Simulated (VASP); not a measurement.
# Ge (Cmme) in VASP: notebook

Ge is run at these levels: PBE; tasks: single point, relaxation of cell and atoms.

All numbers are computed with VASP 6.6.1; they aren't measurements. Logs are shortened: lines on timing, memory, paths and dates and some standing lists are left out, and cuts for length are marked.

### Step 1. The cell of the first run

It takes space group Cmme (No. 67, orthorhombic). Conventional cell: a = 6.664 Å, b = 8.178 Å, c = 4.758 Å, α = 90.00°, β = 90.00°, γ = 90.00°. Within 3.1 Å of Ge (site symmetry m) lie 4 Ge at 2.38 to 2.48 Å. Within 3.1 Å of Ge (site symmetry 222) lie 4 Ge at 2.38 Å.

The cell was built from a structure type or drawn by symmetry, and may not be a known phase.

### Step 2. Single point, PBE

File INCAR:

```
ALGO = Normal ; EDIFF = 1E-6
ENCUT = 520 ; GGA = PE
ISIF = 2 ; ISMEAR = 0
LASPH = True ; LCHARG = True
LELF = True ; LREAL = False
LVHAR = True ; LWAVE = False
NBANDS = 51 ; NELM = 60
PREC = Accurate ; SIGMA = 0.1
```

File KPOINTS:

```
k-points
0
Gamma
  4 4 4
```

File POSCAR:

```
Ge
1.0
    3.3322018100     -4.0888826700      0.0000000000
    3.3322018100      4.0888826700      0.0000000000
    0.0000000000      0.0000000000      4.7580796300
Ge
6
Direct
    0.6039974100      0.3960025900      0.3101849400
    0.8960025900      0.1039974100      0.3101849400
    0.3960025900      0.6039974100      0.6898150600
    0.1039974100      0.8960025900      0.6898150600
    0.7500000000      0.7500000000      0.0000000000
    0.2500000000      0.2500000000      0.0000000000
```

Potentials or basis: VASP PAW PBE potentials, release 64 (Ge_d).

Launch:

```console
$ cat potpaw_PBE.64/Ge_d/POTCAR > POTCAR
$ mpirun -np 1 vasp_std > vasp.out
```

OUTCAR:

```text
EDIFF = 1E-6
   ENCUT = 520
   GGA = PE
   ISIF = 2
   ISMEAR = 0
   LASPH = True
   LREAL = False
   NELM = 60
   PREC = Accurate

 ion  position               nearest neighbor table
   1  0.604  0.396  0.310-   5 2.38   6 2.38   2 2.39   3 2.48
   2  0.896  0.104  0.310-   5 2.38   6 2.38   1 2.39   4 2.48
   3  0.396  0.604  0.690-   5 2.38   6 2.38   4 2.39   1 2.48
   4  0.104  0.896  0.690-   5 2.38   6 2.38   3 2.39   2 2.48
   5  0.750  0.750  0.000-   1 2.38   2 2.38   3 2.38   4 2.38
   6  0.250  0.250  0.000-   1 2.38   2 2.38   3 2.38   4 2.38

  LATTYP: Found a base centered orthorhombic cell.
 ALAT       =     6.6644036200
 B/A-ratio  =     1.2270813424
 C/A-ratio  =     0.7139543013

  Lattice vectors:

 A1 = (   3.3322018100,  -4.0888826700,   0.0000000000)
 A2 = (   3.3322018100,   4.0888826700,   0.0000000000)
 A3 = (   0.0000000000,   0.0000000000,   4.7580796300)

Analysis of symmetry for initial positions (statically):
=====================================================================
 Subroutine PRICEL returns:
 Original cell was already a primitive cell.

 Routine SETGRP: Setting up the symmetry group for a
 base centered orthorhombic supercell.

 Subroutine GETGRP returns: Found  8 space group operations
 (whereof  4 operations were pure point group operations)
 out of a pool of  8 trial point group operations.

The static configuration has the point symmetry C_2h.
 The point group associated with its full space group is D_2h.

Analysis of symmetry for dynamics (positions and initial velocities):
=====================================================================
 Subroutine PRICEL returns:
 Original cell was already a primitive cell.

 Routine SETGRP: Setting up the symmetry group for a
 base centered orthorhombic supercell.

 Subroutine GETGRP returns: Found  8 space group operations
 (whereof  4 operations were pure point group operations)
 out of a pool of  8 trial point group operations.

The dynamic configuration has the point symmetry C_2h.
 The point group associated with its full space group is D_2h.

 Subroutine INISYM returns: Found  8 space group operations
 (whereof  4 operations are pure point group operations),
 and found     1 'primitive' translations

----------------------------------------------------------------------------------------

                                     Primitive cell

  volume of cell :     129.6575

  direct lattice vectors                    reciprocal lattice vectors
     3.332201810 -4.088882670  0.000000000     0.150050936 -0.122282795  0.000000000
     3.332201810  4.088882670  0.000000000     0.150050936  0.122282795  0.000000000
     0.000000000  0.000000000  4.758079630     0.000000000  0.000000000  0.210168824

  length of vectors
     5.274706664  5.274706664  4.758079630     0.193567469  0.193567469  0.210168824

  position of ions in fractional coordinates (direct lattice)
     0.603997410  0.396002590  0.310184940
     0.896002590  0.103997410  0.310184940
     0.396002590  0.603997410  0.689815060
     0.103997410  0.896002590  0.689815060
     0.750000000  0.750000000  0.000000000
     0.250000000  0.250000000  0.000000000

  ion indices of the primitive-cell ions
   primitive index   ion index
                 1           1
                 2           2
                 3           3
                 4           4
                 5           5
                 6           6

----------------------------------------------------------------------------------------

 KPOINTS: k-points

Automatic generation of k-mesh.
 Grid dimensions read from file:
 generate k-points for:    4    4    4

 Generating k-lattice:

  Cartesian coordinates                     Fractional coordinates (reciprocal lattice)
     0.037512734 -0.030570699  0.000000000     0.250000000  0.000000000  0.000000000
     0.037512734  0.030570699  0.000000000     0.000000000  0.250000000  0.000000000
     0.000000000  0.000000000  0.052542206     0.000000000  0.000000000  0.250000000

  Length of vectors
     0.048391867  0.048391867  0.052542206

  Shift w.r.t. Gamma in fractional coordinates (k-lattice)
     0.000000000  0.000000000  0.000000000

 Subroutine IBZKPT returns following result:
 ===========================================

 Found     21 irreducible k-points:

 Following reciprocal coordinates:
            Coordinates               Weight
  0.000000  0.000000  0.000000      1.000000
  0.250000  0.000000  0.000000      4.000000
  0.500000  0.000000  0.000000      2.000000
  0.250000  0.250000  0.000000      2.000000
  0.500000  0.250000  0.000000      4.000000
 -0.250000  0.250000  0.000000      2.000000
[... 13 lines left out ...]
 -0.250000  0.250000  0.500000      2.000000
  0.500000  0.500000  0.500000      1.000000
   k-points           NKPTS =     21   k-points in BZ     NKDIM =     21   number of bands    NBANDS=     51
[... 32 lines left out ...]
   ISMEAR =     0;   SIGMA  =   0.10  broadening in eV -4-tet -1-fermi 0-gaus
   EFERMI_NEDOS =   21; number of points for ismear=-14 and -15
   IALGO  =     38    algorithm
   IMIX   =      4    mixing-type and parameters
     AMIX     =   0.40;   BMIX     =  1.00
     AMIX_MAG =   1.60;   BMIX_MAG =  1.00
  volume/ion in A,a.u.               =      21.61       145.83
  Fermi-wavevector in a.u.,A,eV,Ry     =   1.416561  2.676913 27.302076  2.006646
  Thomas-Fermi vector in A             =   2.537883
   LORBIT       =      0    0 simple, 1 ext, 2 COOP (PROOUT), +10 PAW based schemes
   GGA     = PE    functional components
   LHFCALC =     F    Hartree Fock is set to
   AEXX    =    0.0000 exact exchange contribution
   IVDW    =     0    specifies the selected vdW correction
   LEPSILON=     F    determine dielectric tensor
   LRPA    =     F    only Hartree local field effects (RPA)
 non-spin polarized calculation
 Gauss-broadening in eV      SIGMA  =   0.10
  energy-cutoff  :      520.00
  volume of cell :      129.66
 maximum number of plane-waves:      3520
   NGX = 19   NGY = 19   NGZ = 17

 number of electron      84.0000004 magnetization

 Free energy of the ion-electron system (eV)
  ---------------------------------------------------
  ext. energy  EPLUGINS =         0.00000000
  ---------------------------------------------------
  free energy    TOTEN  =       -24.83686712 eV

  energy without entropy =      -24.83230591  energy(sigma->0) =      -24.83458652

 E-fermi :   5.3359     XC(G=0): -10.1310

 val. band max:        5.3249161227   @ k =  -0.2500   0.2500   0.0000
 cond. band min:       5.3419317425   @ k =   0.5000   0.5000   0.5000
 fundamental gap:      0.0170156197
 Fermi energy:         5.3358776929

 k-point     1 :       0.0000    0.0000    0.0000
  band No.  band energies     occupation
      1     -19.6324      2.00000
      2     -19.6236      2.00000
      3     -19.6162      2.00000
      4     -19.5374      2.00000
      5     -19.5040      2.00000
      6     -19.4988      2.00000
[... 43 lines left out ...]
     50      10.0884      0.00000
     51      10.5968      0.00000

 k-point     2 :       0.2500    0.0000    0.0000
  band No.  band energies     occupation
      1     -19.6206      2.00000
      2     -19.6143      2.00000
      3     -19.6074      2.00000
      4     -19.5507      2.00000
      5     -19.5288      2.00000
      6     -19.5157      2.00000
[... 43 lines left out ...]
     50       9.8396      0.00000
     51      11.2952      0.00000

 k-point     3 :       0.5000    0.0000    0.0000
  band No.  band energies     occupation
      1     -19.6004      2.00000
      2     -19.6004      2.00000
      3     -19.5858      2.00000
      4     -19.5858      2.00000
      5     -19.5418      2.00000
      6     -19.5418      2.00000
[... 43 lines left out ...]
     50       9.3940      0.00000
     51      11.1865      0.00000
[... 865 lines left out ...]
 k-point    20 :      -0.2500    0.2500    0.5000
  band No.  band energies     occupation
      1     -19.6136      2.00000
      2     -19.6101      2.00000
      3     -19.6020      2.00000
      4     -19.5533      2.00000
      5     -19.5315      2.00000
      6     -19.5231      2.00000
[... 43 lines left out ...]
     50      11.1353      0.00000
     51      11.1889      0.00000

 k-point    21 :       0.5000    0.5000    0.5000
  band No.  band energies     occupation
      1     -19.6382      2.00000
      2     -19.6122      2.00000
      3     -19.5949      2.00000
      4     -19.5280      2.00000
      5     -19.5279      2.00000
      6     -19.5214      2.00000
[... 43 lines left out ...]
     50      10.2716      0.00000
     51      10.6053      0.00000

------------------------ aborting loop because EDIFF is reached ----------------------------------------

  FORCE on cell =-STRESS in cart. coord.  units (eV):
  Direction    XX          YY          ZZ          XY          YZ          ZX
  --------------------------------------------------------------------------------------
  -------------------------------------------------------------------------------------
  Total       13.2934956      8.2395834      6.1882436      0.0000000      0.0000000      0.0000000
  in kB      164.2676839    101.8165056     76.4681069      0.0000000      0.0000000      0.0000000
  external PRESSURE =     114.1840988 kB  Pullay stress =       0.0000000 kB

 VOLUME and BASIS-vectors are now :
 -----------------------------------------------------------------------------
  energy-cutoff  :      520.00
  volume of cell :      129.66
      direct lattice vectors                 reciprocal lattice vectors
     3.332201810 -4.088882670  0.000000000     0.150050936 -0.122282795  0.000000000
     3.332201810  4.088882670  0.000000000     0.150050936  0.122282795  0.000000000
     0.000000000  0.000000000  4.758079630     0.000000000  0.000000000  0.210168824

 POSITION                                       TOTAL-FORCE (eV/Angst)
 -----------------------------------------------------------------------------------
      3.33220     -0.85047      1.47588         0.000000     -0.270047      0.574880
      3.33220     -3.23842      1.47588         0.000000      0.270047      0.574880
      3.33220      0.85047      3.28219         0.000000      0.270047     -0.574880
      3.33220      3.23842      3.28219         0.000000     -0.270047     -0.574880
      4.99830      0.00000      0.00000         0.000000      0.000000      0.000000
      1.66610      0.00000      0.00000         0.000000     -0.000000      0.000000
 -----------------------------------------------------------------------------------
    total drift:                               -0.000000     -0.000000     -0.000000

  FREE ENERGIE OF THE ION-ELECTRON SYSTEM (eV)
  ---------------------------------------------------
  free  energy   TOTEN  =       -24.8368671214 eV

  energy  without entropy=      -24.8323059149  energy(sigma->0) =      -24.83458652
```

Wall time 57 s (1 thread of Intel Xeon 6975P-C (Granite Rapids), shared host); peak memory 0.27 GiB.

Results:

* Free energy: -24.8369 eV
* Pressure: 11.4 GPa
* Largest force: 0.635 eV/Å
* Band gap on the k mesh: zero (bands 42 and 43 overlap by 0.71 eV)

Forces in eV/Å, atoms in the order of the input:
```
Ge   0.000 -0.270  0.575
Ge   0.000  0.270  0.575
Ge   0.000  0.270 -0.575
Ge   0.000 -0.270 -0.575
Ge   0.000  0.000  0.000
Ge   0.000  0.000  0.000
```

Levels at points of the mesh, in eV from the Fermi level:
```
           k point  band 40  band 41  band 42  band 43  band 44  band 45
(0.00, 0.00, 0.00)    -2.70    -1.96    -1.25     0.65     1.33     1.88
(0.50, 0.00, 0.00)    -3.25    -0.98    -0.98     1.64     1.64     2.42
(0.50, 0.50, 0.00)    -1.73    -0.84    -0.27    -0.19    -0.16     1.26
(0.00, 0.00, 0.50)    -1.83    -1.63    -1.09    -0.48     1.58     2.31
(0.50, 0.00, 0.50)    -2.63    -1.88    -1.88     2.42     2.42     2.88
(0.50, 0.50, 0.50)     0.01     0.09     0.23     0.32     2.61     3.28
```

Caveat: the cell stands under pressure; semilocal functionals underestimate gaps, so a narrow gap can read as zero.

### Step 3. Single point, PBE

This run uses another cell than the first one, of 25.18 Å³/atom.

File INCAR:

```
SYSTEM = Ge
PREC     = Accurate       ! precision mode
ENCUT    = 520            ! plane-wave cutoff, eV
EDIFF    = 1E-6           ! SCF threshold, eV
ISMEAR   = 0              ! smearing method
SIGMA    = 0.1            ! smearing width, eV
LREAL    = .False.        ! projectors in reciprocal space
LASPH    = .True.         ! aspherical terms in the spheres
NELM     = 60             ! most SCF steps
ALGO     = Normal         ! electronic algorithm
ISIF     = 2              ! what is computed and relaxed
LWAVE    = .False.        ! write WAVECAR
LCHARG   = .True.         ! write CHGCAR
GGA      = PE             ! functional
LELF     = .True.         ! ELF
LVHAR    = .True.       
NBANDS   = 51             ! bands
```

File KPOINTS:

```
Automatic mesh
0
Gamma
  4 4 4
  0 0 0
```

File POSCAR:

```
Ge
1.0
    3.6693941728     -4.4096111359      0.0000000000
    3.6693941728      4.4096111359      0.0000000000
    0.0000000000      0.0000000000      4.6692551509
Ge
6
Direct
    0.6060568565      0.3939431435      0.3066023646
    0.8939431435      0.1060568565      0.3066023646
    0.3939431435      0.6060568565      0.6933976354
    0.1060568565      0.8939431435      0.6933976354
    0.7500000000      0.7500000000      0.0000000000
    0.2500000000      0.2500000000      0.0000000000
```

Potentials or basis: VASP PAW PBE potentials, release 64 (Ge_d).

Launch:

```console
$ cat potpaw_PBE.64/Ge_d/POTCAR > POTCAR
$ mpirun -np 1 vasp_std > vasp.out
```

Run time: 84 s. Hardware: 1 thread of Intel Xeon 6975P-C (Granite Rapids), shared host; peak memory 0.32 GiB.

The run converged. Its results:

```yaml
Free_energy: -25.7208 eV
Pressure: 0.0 GPa
Largest_force: 0.013 eV/Å
Band_gap_on_the_k_mesh: zero (bands 42 and 43 overlap by 0.33 eV)
```

Forces in eV/Å, atoms in the order of the input:
```
Ge   0.000  0.009  0.009
Ge   0.000 -0.009  0.009
Ge   0.000 -0.009 -0.009
Ge   0.000  0.009 -0.009
Ge   0.000  0.000  0.000
Ge   0.000  0.000  0.000
```

Levels at points of the mesh, in eV from the Fermi level:
| k point | band 40 | band 41 | band 42 | band 43 | band 44 | band 45 |
| --- | --- | --- | --- | --- | --- | --- |
| (0.00, 0.00, 0.00) | -1.81 | -1.56 | -1.16 | 1.21 | 1.50 | 2.02 |
| (0.50, 0.00, 0.00) | -2.27 | -0.79 | -0.79 | 1.57 | 1.57 | 2.65 |
| (0.50, 0.50, 0.00) | -0.82 | -0.81 | -0.43 | -0.04 | 0.58 | 0.77 |
| (0.00, 0.00, 0.50) | -1.45 | -1.43 | -0.62 | -0.22 | 1.44 | 2.10 |
| (0.50, 0.00, 0.50) | -2.31 | -1.41 | -1.41 | 1.98 | 1.98 | 2.77 |
| (0.50, 0.50, 0.50) | -0.28 | -0.26 | -0.19 | 0.77 | 2.39 | 2.54 |

Caveat: semilocal functionals underestimate gaps, so a narrow gap can read as zero.

### Step 4. Relaxation of cell and atoms, PBE

File INCAR:

```
PREC = Accurate
ENCUT = 600
EDIFF = 1E-6
ISMEAR = 0
SIGMA = 0.1
LREAL = False
LASPH = True
NELM = 100
ALGO = Normal
ISIF = 3
LWAVE = False
LCHARG = False
GGA = PE
IBRION = 2
NSW = 90
EDIFFG = -0.04
```

File KPOINTS:

```
Automatic mesh
0
Gamma
  4 4 4
```

File POSCAR:

```
Ge
1.0
    3.3322018100     -4.0888826700      0.0000000000
    3.3322018100      4.0888826700      0.0000000000
    0.0000000000      0.0000000000      4.7580796300
Ge
6
Direct
    0.6039974100      0.3960025900      0.3101849400
    0.8960025900      0.1039974100      0.3101849400
    0.3960025900      0.6039974100      0.6898150600
    0.1039974100      0.8960025900      0.6898150600
    0.7500000000      0.7500000000      0.0000000000
    0.2500000000      0.2500000000      0.0000000000
```

Launch:

```console
$ cat potpaw_PBE.64/Ge_d/POTCAR > POTCAR
$ mpirun -np 1 vasp_std > vasp.out
```

Run time: 9.4 min. Hardware: 1 thread of Intel Xeon 6975P-C (Granite Rapids), shared host; peak memory 0.33 GiB.

The run converged. Its results:

```yaml
Free_energy: -25.7175 eV
Relaxed_volume: 25.22 Å³/atom
Relaxed_cell: a = 5.722 Å, b = 5.722 Å, c = 4.697 Å, α = 90.00°, β = 90.00°, γ = 100.25°
Space_group_after_relaxing_to_0.1_Å: Cmme (No. 67)
Energy_gained_by_relaxing: 146.7 meV/atom
Ionic_steps: 10
Pressure_after_relaxing: 0.0 GPa
Largest_force_after_relaxing: 0.038 eV/Å
Band_gap_on_the_k_mesh: zero (bands 42 and 43 overlap by 0.33 eV)
```

Forces in eV/Å, atoms in the order of the input:
```
Ge   0.000  0.008  0.037
Ge   0.000 -0.008  0.037
Ge   0.000 -0.008 -0.037
Ge   0.000  0.008 -0.037
Ge   0.000  0.000  0.000
Ge   0.000  0.000  0.000
```

Stress tensor (GPa, compression positive):
```
 0.00  0.00  0.00
 0.00  0.19  0.00
 0.00  0.00 -0.17
```

The path:
| step | energy change (eV) | largest force (eV/Å) | pressure (GPa) | volume (Å³) |
| --- | --- | --- | --- | --- |
| 1 | 0.0000 | 0.6347 | 11.45 | 129.66 |
| 2 | -0.6603 | 0.6218 | -3.03 | 160.74 |
| 3 | -0.7642 | 0.3858 | -0.12 | 150.98 |
| 4 | -0.8267 | 0.2552 | -0.16 | 151.61 |
| 5 | -0.8495 | 0.4183 | -0.17 | 152.24 |
| 6 | -0.8736 | 0.1963 | -0.04 | 151.92 |
| 7 | -0.8747 | 0.1544 | -0.10 | 151.83 |
| 8 | -0.8800 | 0.0438 | -0.17 | 151.43 |
| 9 | -0.8801 | 0.0433 | -0.01 | 151.29 |
| 10 | -0.8802 | 0.0383 | 0.01 | 151.33 |

Final structure:
```xyz
6
Lattice="3.6685 -4.3913 0.0000 3.6685 4.3913 0.0000 0.0000 0.0000 4.6969" Properties=species:S:1:pos:R:3 pbc="T T T"
Ge    3.6685   -0.9281    1.4347
Ge    3.6685   -3.4632    1.4347
Ge    3.6685    0.9281    3.2622
Ge    3.6685    3.4632    3.2622
Ge    5.5028    0.0000    0.0000
Ge    1.8343    0.0000    0.0000
```

Levels at points of the mesh, in eV from the Fermi level:
```csv
k point,band 40,band 41,band 42,band 43,band 44,band 45
"(0.00, 0.00, 0.00)",-1.84,-1.55,-1.19,1.19,1.51,2.01
"(0.50, 0.00, 0.00)",-2.29,-0.77,-0.77,1.60,1.60,2.61
"(0.50, 0.50, 0.00)",-0.81,-0.80,-0.38,-0.10,0.57,0.83
"(0.00, 0.00, 0.50)",-1.43,-1.41,-0.55,-0.22,1.48,2.08
"(0.50, 0.00, 0.50)",-2.28,-1.41,-1.41,2.02,2.02,2.79
"(0.50, 0.50, 0.50)",-0.26,-0.24,-0.16,0.77,2.42,2.56
```

Caveat: the volume moved by over 15 % at a fixed basis, so the end points are rough; semilocal functionals underestimate gaps, so a narrow gap can read as zero.

### Step 5. Summary

```csv
task,cell,cutoff (eV),gap on the mesh (eV),pressure (GPa),largest force (eV/Å)
single point,"a = 5.275, b = 5.275, c = 4.758 Å, angles 90.0, 90.0, 101.6°, 6 atoms, atomic positions A",520,none,11.4,0.64
single point,"a = 5.737, b = 5.737, c = 4.669 Å, angles 90.0, 90.0, 100.5°, 6 atoms, atomic positions B",520,none,0.0,0.01
relaxation of cell and atoms,"relaxed from a = 5.275, b = 5.275, c = 4.758 Å, angles 90.0, 90.0, 101.6°, 6 atoms, atomic positions A",600,none,0.0,0.04
```

Alike in all rows: level PBE; potentials or basis VASP PAW PBE potentials, release 64 (Ge_d); no spin polarisation; k mesh 4 × 4 × 4; smearing gaussian 0.1 eV.

Caveats: semilocal functionals underestimate gaps, so a narrow gap can read as zero; the cell stands under pressure (at least some runs); the volume moved by over 15 % at a fixed basis, so the end points are rough (at least some runs).

Total energies depend on the potentials used, so only differences within one code and one set of settings carry meaning.
